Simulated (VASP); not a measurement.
# NaF (d3) (Fm-3m) in VASP: further runs, part 2 of 2

VASP 6.6.1.

### 4 Relaxation of cell and atoms, PBE+D3(BJ)

INCAR reads:

```
SYSTEM = NaF
ALGO = Normal
EDIFF = 1E-7
EDIFFG = -0.002
ENCUT = 600
GGA = PE
GGA_COMPAT = .False.
IBRION = 2
ISIF = 3
ISMEAR = 0
IVDW = 12
LASPH = .True.
LCHARG = .False.
LREAL = .False.
LWAVE = .False.
NELM = 120
NELMIN = 4
NSW = 100
PREC = Accurate
SIGMA = 0.02
```

KPOINTS reads:

```
k-points
0
Gamma
  8 8 8
  0 0 0
```

POSCAR reads:

```
NaF
1.0
    0.0000000000      2.3200000000      2.3200000000
    2.3200000000      0.0000000000      2.3200000000
    2.3200000000      2.3200000000      0.0000000000
Na F
1 1
Direct
    0.0000000000      0.0000000000      0.0000000000
    0.5000000000      0.5000000000      0.5000000000
```

Potentials or basis: VASP PAW PBE potentials, release 64 (Na_pv, F).

Started as:

```sh
$ cat potpaw_PBE.64/Na_pv/POTCAR potpaw_PBE.64/F/POTCAR > POTCAR
$ mpirun -np 1 vasp_std > vasp.out
```

OUTCAR:

```text
SYSTEM = NaF
   EDIFF = 1E-7
   EDIFFG = -0.002
   ENCUT = 600
   GGA = PE
   IBRION = 2
   ISIF = 3
   ISMEAR = 0
   IVDW = 12
   LASPH = .True.
   LREAL = .False.
   NELM = 120
   NELMIN = 4
   NSW = 100
   PREC = Accurate
 IVDW          = 12

 ion  position               nearest neighbor table
   1  0.000  0.000  0.000-   2 2.32   2 2.32   2 2.32   2 2.32   2 2.32   2 2.32
   2  0.500  0.500  0.500-   1 2.32   1 2.32   1 2.32   1 2.32   1 2.32   1 2.32

  LATTYP: Found a face centered cubic cell.
 ALAT       =     4.6400000000

  Lattice vectors:

 A1 = (   0.0000000000,   2.3200000000,   2.3200000000)
 A2 = (   2.3200000000,   0.0000000000,   2.3200000000)
 A3 = (   2.3200000000,   2.3200000000,   0.0000000000)

Analysis of symmetry for initial positions (statically):
=====================================================================
 Subroutine PRICEL returns:
 Original cell was already a primitive cell.

 Routine SETGRP: Setting up the symmetry group for a
[... 416 lines left out ...]
  free energy    TOTEN  =        -8.56092516 eV

  energy without entropy =       -8.56092516  energy(sigma->0) =       -8.56092516

 E-fermi :  -1.8758     XC(G=0):  -9.1929

 val. band max:       -2.0517215143   @ k =   0.0000   0.0000   0.0000
 cond. band min:       4.2944304616   @ k =   0.0000   0.0000   0.0000
 fundamental gap:      6.3461519759
 Fermi energy:        -1.8757652830

 k-point     1 :       0.0000    0.0000    0.0000
  band No.  band energies     occupation
      1     -21.2387      2.00000
      2     -20.9720      2.00000
      3     -20.9720      2.00000
      4     -20.9720      2.00000
      5      -2.0517      2.00000
      6      -2.0517      2.00000
      7      -2.0517      2.00000
      8       4.2944      0.00000
      9      16.9852      0.00000
     10      16.9852      0.00000
     11      16.9852      0.00000
[... 309 lines left out ...]
 k-point    24 :      -0.3750    0.2500    0.1250
  band No.  band energies     occupation
      1     -21.6967      2.00000
      2     -21.0278      2.00000
      3     -21.0037      2.00000
      4     -20.3463      2.00000
      5      -3.3723      2.00000
      6      -2.6345      2.00000
      7      -2.3926      2.00000
      8       9.7926      0.00000
      9      10.7318      0.00000
     10      15.1580      0.00000
     11      17.0161      0.00000

 [... further k-points ...]

------------------------ aborting loop because EDIFF is reached ----------------------------------------

 Edisp (eV)   -0.35013

 E8    (eV) :    -0.1511
[... 25 lines left out ...]
  FREE ENERGIE OF THE ION-ELECTRON SYSTEM (eV)
  ---------------------------------------------------
  free  energy   TOTEN  =        -8.9110517417 eV

  energy  without entropy=       -8.9110517417  energy(sigma->0) =       -8.91105174

 reached required accuracy - stopping structural energy minimisation
```

OSZICAR:

```text
N       E                     dE             d eps       ncg     rms          rms(c)
DAV:   1     0.115182563499E+03    0.11518E+03   -0.88135E+03   647   0.169E+03
DAV:   2    -0.287887608791E+01   -0.11806E+03   -0.10976E+03   699   0.379E+02
DAV:   3    -0.939245524799E+01   -0.65136E+01   -0.64918E+01   728   0.918E+01
[... 58 lines left out ...]
DAV:   2    -0.856092757614E+01    0.26526E-04   -0.10773E-04   761   0.116E-01    0.115E-02
DAV:   3    -0.856092639520E+01    0.11809E-05   -0.37651E-06   730   0.503E-02    0.590E-03
DAV:   4    -0.856092533102E+01    0.10642E-05   -0.60487E-07   692   0.298E-02    0.947E-04
DAV:   5    -0.856092518319E+01    0.14783E-06   -0.77387E-08   335   0.522E-03    0.275E-04
DAV:   6    -0.856092516117E+01    0.22023E-07   -0.18507E-08   319   0.208E-03
   7 F= -.89110517E+01 E0= -.89110517E+01  d E =-.540440E-03
```

It took 21 s on 1 thread of Intel Xeon 6975P-C (Granite Rapids), shared host; peak memory 0.16 GiB.

Results:

| Property | Result |
| --- | --- |
| Free energy | -8.9111 eV |
| Relaxed volume | 12.34 Å³/atom |
| Relaxed cell | a = 3.268 Å, b = 3.268 Å, c = 3.268 Å, α = 60.00°, β = 60.00°, γ = 60.00° |
| Space group after relaxing (to 0.05 Å) | Fm-3m (No. 225) |
| Energy gained by relaxing | 0.3 meV/atom |
| Ionic steps | 7 |
| Pressure after relaxing | 0.0 GPa |
| Band gap on the k mesh | 6.35 eV, direct |
| Dispersion energy per atom | -0.175 eV |

Step by step:
```csv
step,energy change (eV),largest force (eV/Å),pressure (GPa),volume (Å³)
1,0.0000,0.0000,-0.58,24.97
2,-0.0004,0.0000,-0.24,24.81
3,-0.0005,0.0000,-0.09,24.73
4,-0.0005,0.0000,0.27,24.56
5,-0.0005,0.0000,-0.03,24.69
6,-0.0005,0.0000,0.04,24.67
7,-0.0005,0.0000,0.00,24.68
```

Final structure:
```
Na F
1.0
     0.00000    2.31076    2.31076
     2.31076    0.00000    2.31076
     2.31076    2.31076    0.00000
Na F
1 1
Direct
  0.00000 0.00000 0.00000
  0.50000 0.50000 0.50000
```

Levels at points of the mesh, in eV from the valence-band top:
```csv
k point,band 4,band 5,band 6,band 7,band 8,band 9,band 10,band 11
"(0.00, 0.00, 0.00)",-18.92,0.00,0.00,0.00,6.35,19.04,19.04,19.04
"(0.50, 0.00, 0.00)",-18.15,-1.60,-0.26,-0.26,10.84,12.54,20.20,20.20
"(0.50, 0.50, 0.00)",-18.93,-1.28,-0.41,-0.41,13.22,13.34,13.69,19.87
```

A hybrid or GW would open this gap; PBE tends to underestimate it.

### 5 Overview

| task | cell | k mesh | smearing | gap on the mesh (eV) | pressure (GPa) |
| --- | --- | --- | --- | --- | --- |
| single point | a = 3.281 Å, angles 60.0°, 2 atoms | 6 × 6 × 6 | gaussian 0.1 eV | 6.28 | -0.6 |
| single point | a = 3.273 Å, angles 60.0°, 2 atoms | 8 × 8 × 8 | gaussian 0.02 eV | 6.32 | -0.2 |
| relaxation of cell and atoms | relaxed from a = 3.281 Å, angles 60.0°, 2 atoms | 8 × 8 × 8 | gaussian 0.02 eV | 6.35 | 0.0 |

Alike in all rows: level PBE+D3(BJ); potentials or basis VASP PAW PBE potentials, release 64 (Na_pv, F); no spin polarisation; cutoff (eV) 600.

Absolute energies hang on the potentials; compare differences alone.
